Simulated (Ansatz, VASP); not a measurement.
**One calculation of CuO, two programs**

File INCAR:

```
PREC = Accurate
ENCUT = 520
EDIFF = 1E-6
ISMEAR = 0
SIGMA = 0.1
LREAL = False
LASPH = True
NELM = 100
ALGO = Normal
ISIF = 2
LWAVE = False
LCHARG = True
GGA = PS
LELF = True
LVHAR = True
NBANDS = 25
```

KPOINTS

```
regular mesh
0
Gamma
  4 4 2
```

POSCAR

```
CuO
1.0
    2.8795009639      0.0000000000      0.0000000000
    0.0390727580      2.8792794796      0.0000000000
    0.0174953863      0.0172449008      5.1763391994
Cu O
2 2
Direct
    0.5000000000      0.0000000000      0.5000000000
    0.0000000000      0.5000000000      0.0000000000
    0.0015760300      0.9983282200      0.2501129000
    0.9984239700      0.0016717800      0.7498871000
```

Input for Ansatz:

```yaml
crystal:
  lattice:
    - [2.8795009639, 0.0, 0.0]
    - [0.039072758, 2.8792794796, 0.0]
    - [0.0174953863, 0.0172449008, 5.1763391994]
  atoms:
    - { symbol: Cu, position: [0.5, 0.0, 0.5] }
    - { symbol: Cu, position: [0.0, 0.5, 0.0] }
    - { symbol: O, position: [0.00157603, 0.99832822, 0.2501129] }
    - { symbol: O, position: [0.99842397, 0.00167178, 0.7498871] }
basis:
  ecutwfc: 420
kpoints:
  mp_grid: { grid: [4, 4, 2] }
hamiltonian:
  xc: pbesol
scf:
  occupations: { method: gaussian, width: 0.1 }
output:
  forces: true
  stress: true
  eigenvalues: true
```

Alike in both runs: task single point; functional PBEsol; k mesh 4 × 4 × 2; occupations gaussian, width 0.1 eV; no spin polarisation.

|  | VASP | Ansatz |
| --- | --- | --- |
| version | VASP 6.6.1 | Ansatz 0.2.0 |
| potentials or method | VASP PAW PBE potentials, release 64 (Cu, O), cutoff 520 eV | scalar-relativistic, plane waves, PAW |
| valence electrons in the cell | 34 | 50 |

|  | VASP | Ansatz | Ansatz less VASP |
| --- | --- | --- | --- |
| gap on the k mesh at the Fermi level (eV) | none | none | - |
| pressure (GPa) | -1.3 | -2.1 | -0.79 |
| traceless stress, the component that is largest in VASP (GPa) | -3.51 | -3.81 | -0.308 |
| rms of the force components (eV/Å) | 0.006 | 0.006 | +0.0001 |

VASP's potentials were made for PBE, not for PBEsol. Atom by atom the forces differ by 0.000 eV/Å (rms over components). A gap of «none» marks a metal or a gap that the smearing closes. With one functional, cell and mesh, what is left measures potentials, basis and numerics. VASP's potentials hold 34 valence electrons a cell and Ansatz's 50, so a difference there can come from the potentials and not from the codes.

The k mesh is coarse, so the values compare programs but aren't converged.
